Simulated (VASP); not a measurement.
PdPt2Se6, 9 atoms in the cell. Symmetry: R-3, No. 148, trigonal system. Conventional cell: a = 6.494 Å, b = 6.494 Å, c = 18.746 Å, α = 90.00°, β = 90.00°, γ = 120.00°. Pd (site symmetry -3) has 6 Se at 2.53 Å within 3.3 Å. Pt (site symmetry 3) has 6 Se at 2.53 Å within 3.3 Å. Se (site symmetry 1) has 2 Pt at 2.53 Å and 1 Pd at 2.53 Å and 3 Se at 3.39 to 3.40 Å within 3.4 Å. 

| Item | Value |
| --- | --- |
| Program | VASP 6.6.1 |
| Task | single point |
| Functional | PBE |
| Potentials or basis | VASP PAW PBE potentials, release 64 (Pd, Pt, Se) |
| Cutoff | 520 eV |
| k mesh | 4 × 4 × 4 |
| Occupations | gaussian, width 0.1 eV |
| Spin | no spin polarisation |
| Dipole correction | no |
| Further INCAR settings | ALGO = Normal; EDIFF = 1e-06; NBANDS = 43 |

Potentials or basis: VASP PAW PBE potentials, release 64 (Pd, Pt, Se).

Command:

```sh
$ cat potpaw_PBE.64/Pd/POTCAR potpaw_PBE.64/Pt/POTCAR potpaw_PBE.64/Se/POTCAR > POTCAR
$ mpirun -np 1 vasp_std > vasp.out
```

Hardware: 1 thread of AMD EPYC 9R45 96-Core Processor (Zen 5), with other jobs on the host.

Task: Estimate the wall time of this run.

Result: Run time: 78 s on 1 thread of AMD EPYC 9R45 96-Core Processor (Zen 5) (shared host), peak memory 0.39 GiB. Counts: scf iterations 16, k points 14.
